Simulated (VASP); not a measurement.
# PdC18 in VASP: further runs, part 2 of 2

VASP 6.6.1. The steps go on from the part before.

### 3 Single point, PBE

File INCAR:

```
SYSTEM = PdC18
ALGO     = Normal         ! electronic algorithm
EDIFF    = 1E-6           ! SCF threshold, eV
ENCUT    = 520            ! plane-wave cutoff, eV
GGA      = PE             ! functional
ISIF     = 2              ! what is computed and relaxed
ISMEAR   = -1             ! smearing method
LASPH    = .TRUE.         ! aspherical terms in the spheres
LCHARG   = .FALSE.        ! write CHGCAR
LREAL    = Auto         
LWAVE    = .FALSE.        ! write WAVECAR
NBANDS   = 56             ! bands
NELM     = 100            ! most SCF steps
PREC     = Accurate       ! precision mode
SIGMA    = 0.05           ! smearing width, eV
```

File KPOINTS:

```
k-points
0
G
  2 2 1
  0 0 0
```

File POSCAR:

```
PdC18
1.0
    7.3980000000      0.0000000000      0.0000000000
   -3.6990000000      6.4068560000      0.0000000000
    0.0000000000      0.0000000000     12.0000000000
C Pd
18 1
Direct
    0.0062301197      0.0053129023      0.0812712500
    0.2285448746      0.1158872620      0.0812933333
    0.0064432524      0.3389924793      0.0797190000
    0.2287965730      0.4492022296      0.0788125833
    0.0059778223      0.6720091727      0.0787955000
    0.2283345809      0.7822228250      0.0797198333
    0.3372304332      0.0044176114      0.0843125833
    0.5610933083      0.1169008637      0.0922610833
    0.3394206961      0.3385477994      0.0808643333
    0.5621120216      0.4494538351      0.0813335833
    0.3389964131      0.6715299985      0.0796881667
    0.5612053098      0.7804514414      0.0842590833
    0.6736946151      0.0042975837      0.0922270833
    0.8975591224      0.1167941031      0.0842683333
    0.6735712659      0.3407370167      0.0842985833
    0.8957761216      0.4496687611      0.0796950833
    0.6726621437      0.6717541334      0.0813046667
    0.8953511198      0.7826614177      0.0808191667
    0.6175549672      0.0605232894      0.2625560000
```

Potentials or basis: VASP PAW PBE potentials, release 64 (C, Pd).

The run is started by

```bash
> cat potpaw_PBE.64/C/POTCAR potpaw_PBE.64/Pd/POTCAR > POTCAR
> mpirun -np 1 vasp_std > vasp.out
```

OUTCAR:

```text
SYSTEM = PdC18
   EDIFF = 1E-6
   ENCUT = 520
   GGA = PE
   ISIF = 2
   ISMEAR = -1
   LASPH = .TRUE.
   LREAL = Auto
   NELM = 100
   PREC = Accurate

 ion  position               nearest neighbor table
   1  0.006  0.005  0.081-  14 1.41   2 1.42  18 1.43
   2  0.229  0.116  0.081-   7 1.41   1 1.42   9 1.43
   3  0.006  0.339  0.080-  16 1.42   4 1.42  14 1.42
   4  0.229  0.449  0.079-   9 1.42  11 1.42   3 1.42
   5  0.006  0.672  0.079-  18 1.42  16 1.42   6 1.42
   6  0.228  0.782  0.080-  11 1.42   5 1.42   7 1.42
   7  0.337  0.004  0.084-   2 1.41   6 1.42   8 1.44
   8  0.561  0.117  0.092-  15 1.44   7 1.44  13 1.44  19 2.17
   9  0.339  0.339  0.081-   4 1.42   2 1.43  10 1.43
  10  0.562  0.449  0.081-  15 1.41  17 1.42   9 1.43
  11  0.339  0.672  0.080-   6 1.42   4 1.42  12 1.42
  12  0.561  0.780  0.084-  17 1.41  11 1.42  13 1.44
  13  0.674  0.004  0.092-  12 1.44  14 1.44   8 1.44  19 2.17
  14  0.898  0.117  0.084-   1 1.41   3 1.42  13 1.44
  15  0.674  0.341  0.084-  10 1.41  16 1.42   8 1.44
  16  0.896  0.450  0.080-   3 1.42   5 1.42  15 1.42
  17  0.673  0.672  0.081-  12 1.41  10 1.42  18 1.43
  18  0.895  0.783  0.081-   5 1.42   1 1.43  17 1.43
  19  0.618  0.061  0.263-  13 2.17   8 2.17
[... 207 lines left out ...]
      1     -20.6586      2.00000
      2     -18.2448      2.00000
      3     -18.0974      2.00000
      4     -18.0382      2.00000
      5     -18.0313      2.00000
      6     -18.0090      2.00000
[... 213 lines left out ...]
     52       3.9518      0.00000
     53       4.1873      0.00000
 [bands above 53 left out]

------------------------ aborting loop because EDIFF is reached ----------------------------------------

  FORCE on cell =-STRESS in cart. coord.  units (eV):
  Direction    XX          YY          ZZ          XY          YZ          ZX
  --------------------------------------------------------------------------------------
  -------------------------------------------------------------------------------------
  Total        3.1760934      5.5548646     -0.0886890      2.0623614     -0.0048584      0.0001056
  in kB        8.9467090     15.6474484     -0.2498271      5.8094472     -0.0136855      0.0002975
  external PRESSURE =       8.1147768 kB  Pullay stress =       0.0000000 kB

 VOLUME and BASIS-vectors are now :
 -----------------------------------------------------------------------------
  energy-cutoff  :      520.00
  volume of cell :      568.78
      direct lattice vectors                 reciprocal lattice vectors
     7.398000000  0.000000000  0.000000000     0.135171668  0.078041398  0.000000000
    -3.699000000  6.406856000  0.000000000     0.000000000  0.156082796  0.000000000
     0.000000000  0.000000000 12.000000000     0.000000000  0.000000000  0.083333333

 POSITION                                       TOTAL-FORCE (eV/Angst)
 -----------------------------------------------------------------------------------
      0.02644      0.03404      0.97526         0.000925      0.002056     -0.003447
      1.26211      0.74247      0.97552        -0.003743      0.006004     -0.000488
     -1.20627      2.17188      0.95663         0.005560      0.001495     -0.002329
      0.03104      2.87797      0.94575        -0.006420      0.000553     -0.001731
     -2.44154      4.30547      0.94555         0.004583      0.003332     -0.004316
     -1.20422      5.01159      0.95664        -0.004397     -0.005931     -0.003685
[... 11 lines left out ...]
      3.72874      5.01440      0.96983        -0.011085     -0.002075      0.002443
      4.34480      0.38776      3.15067        -0.001350      0.000253      0.017512
 -----------------------------------------------------------------------------------
    total drift:                                0.026254     -0.010056      0.040844

  FREE ENERGIE OF THE ION-ELECTRON SYSTEM (eV)
  ---------------------------------------------------
  free  energy   TOTEN  =      -168.3086867065 eV

  energy  without entropy=     -168.2702796625  energy(sigma->0) =     -168.28948318
```

Wall time 5 min (1 thread of Intel Xeon Platinum 8259CL at 2.50GHz (Skylake/Cascade Lake), shared host); peak memory 0.59 GiB.

What came out:

| Property | Result |
| --- | --- |
| Free energy | -168.3087 eV |
| Largest force | 0.018 eV/Å |
| Band gap on the k mesh | 0.07 eV |

Forces on the atoms (eV/Å):
```
C    0.001  0.002 -0.003
C   -0.004  0.006  0.000
C    0.006  0.001 -0.002
C   -0.006  0.001 -0.002
C    0.005  0.003 -0.004
C   -0.004 -0.006 -0.004
C    0.012  0.002 -0.005
C   -0.006  0.002  0.001
C    0.007  0.004  0.009
C   -0.009 -0.006 -0.006
C    0.003  0.004  0.006
C   -0.001  0.000 -0.001
C    0.015 -0.009 -0.003
C   -0.009 -0.002  0.000
C   -0.001 -0.001 -0.004
C    0.001  0.000  0.004
C    0.004  0.003 -0.006
C   -0.011 -0.002  0.002
Pd  -0.001  0.000  0.018
```

Caveat: the k points lie up to 0.49 Å⁻¹ apart.
